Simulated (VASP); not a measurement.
Input of a VASP 6.6.1 run:

Contents of INCAR:

```
SYSTEM = MgO
PREC = Accurate
ENCUT = 520
EDIFF = 1E-7
ISMEAR = 0
SIGMA = 0.1
LREAL = .FALSE.
LASPH = .TRUE.
NELM = 80
ALGO = Normal
ISIF = 2
LWAVE = .FALSE.
LCHARG = .FALSE.
GGA = PE
NBANDS = 26
```

The input KPOINTS:

```
regular mesh
0
G
  4 4 4
  0 0 0
```

POSCAR

```
MgO
1.0
    4.1757874696      0.0000000000      0.0000000000
    0.0000000000      4.1757874696      0.0000000000
    0.0000000000      0.0000000000      4.1757874696
Mg O
4 4
Direct
    0.8440000000      0.8440000000      0.8440000000
    0.6560000000      0.1560000000      0.3440000000
    0.3440000000      0.6560000000      0.1560000000
    0.1560000000      0.3440000000      0.6560000000
    0.1500000000      0.1500000000      0.1500000000
    0.3500000000      0.8500000000      0.6500000000
    0.6500000000      0.3500000000      0.8500000000
    0.8500000000      0.6500000000      0.3500000000
```

Potentials or basis: VASP PAW PBE potentials, release 64 (Mg, O).

Run with:

```console
$ cat potpaw_PBE.64/Mg/POTCAR potpaw_PBE.64/O/POTCAR > POTCAR
$ mpirun -np 1 vasp_std > vasp.out
```

Question: Predict the largest force.

Answer: 2.022 eV/Å.

Question: What does it give for the pressure?

Answer: 11.1 GPa.

Question: What does it give for the band gap on the k mesh?

Answer: 1.85 eV, indirect (least direct gap 2.59 eV).

Forces on the atoms (eV/Å):
```
Mg  -0.662 -0.662 -0.662
Mg   0.662  0.662 -0.662
Mg  -0.662  0.662  0.662
Mg   0.662 -0.662  0.662
O    1.167  1.167  1.167
O   -1.167 -1.167  1.167
O    1.167 -1.167 -1.167
O   -1.167  1.167 -1.167
```

Caveat: forces of over 1 eV/Å act on the atoms, so gaps and moduli don't describe the material at rest. A k mesh can miss the band edges.
